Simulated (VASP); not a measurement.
Wanted: the native input for a VASP 6.6.1 run.

```
Task                   : single point
Functional             : r2SCAN
Potentials or basis    : VASP PAW PBE potentials, release 64 (B, N)
Cutoff                 : 660 eV
k mesh                 : 12 × 12 × 12
Occupations            : gaussian, width 0.01 eV
Spin                   : no spin polarisation
Dipole correction      : no
Further INCAR settings : ALGO = Normal; EDIFF = 1e-06; NBANDS = 11
```

Crystal: BN.

```
CELL_PARAMETERS angstrom
0.00000 1.75612 1.75612
1.75612 0.00000 1.75612
1.75612 1.75612 0.00000
ATOMIC_POSITIONS crystal
B 0.00000 0.00000 0.00000
N 0.25000 0.25000 0.25000
```

One way to write it, as run:

POSCAR

```
BN
1.0
    0.0000000000      1.7561220000      1.7561220000
    1.7561220000      0.0000000000      1.7561220000
    1.7561220000      1.7561220000      0.0000000000
B N
1 1
Direct
    0.0000000000      0.0000000000      0.0000000000
    0.2500000000      0.2500000000      0.2500000000
```

INCAR.step1

```
SYSTEM = BN
PREC     = Accurate       ! precision mode
ENCUT    = 660            ! plane-wave cutoff, eV
ISMEAR   = 0              ! smearing method
SIGMA    = 0.01           ! smearing width, eV
LREAL    = .FALSE.        ! projectors in reciprocal space
LASPH    = .TRUE.         ! aspherical terms in the spheres
NELM     = 120            ! most SCF steps
NBANDS   = 11             ! bands
GGA      = PE             ! functional
ALGO     = Normal         ! electronic algorithm
EDIFF    = 1E-5           ! SCF threshold, eV
LWAVE    = .TRUE.         ! write WAVECAR
LCHARG   = .FALSE.        ! write CHGCAR
GGA_COMPAT= .FALSE.
```

INCAR.step2

```
SYSTEM = BN
PREC     = Accurate       ! precision mode
ENCUT    = 660            ! plane-wave cutoff, eV
EDIFF    = 1E-6           ! SCF threshold, eV
ISMEAR   = 0              ! smearing method
SIGMA    = 0.01           ! smearing width, eV
LREAL    = .FALSE.        ! projectors in reciprocal space
LASPH    = .TRUE.         ! aspherical terms in the spheres
NELM     = 120            ! most SCF steps
ALGO     = Normal         ! electronic algorithm
ISIF     = 2              ! what is computed and relaxed
LWAVE    = .FALSE.        ! write WAVECAR
LCHARG   = .FALSE.        ! write CHGCAR
METAGGA  = R2SCAN         ! meta-GGA
LMIXTAU  = .TRUE.       
NBANDS   = 11             ! bands
ISTART   = 1            
GGA_COMPAT= .FALSE.
```

KPOINTS

```
Automatic mesh
0
G
  12 12 12
  0 0 0
```

Potentials or basis: VASP PAW PBE potentials, release 64 (B, N).

Launch:

```console
$ cat potpaw_PBE.64/B/POTCAR potpaw_PBE.64/N/POTCAR > POTCAR
$ cp INCAR.step1 INCAR
$ mpirun -np 1 vasp_std > vasp.out
$ cp INCAR.step2 INCAR
$ mpirun -np 1 vasp_std > vasp.out
```

It gave:

| Item | Value |
| --- | --- |
| Pressure | 38.9 GPa |
| Band gap on the k mesh | 5.08 eV, indirect (least direct gap 9.95 eV) |

Caveat: the PAW data sets were made with another functional, which shifts forces and pressure a little.

It took 39 s on 1 thread of Intel(R) Xeon(R) Platinum 8488C (Sapphire Rapids), with other jobs on the host, peak memory 0.14 GiB.
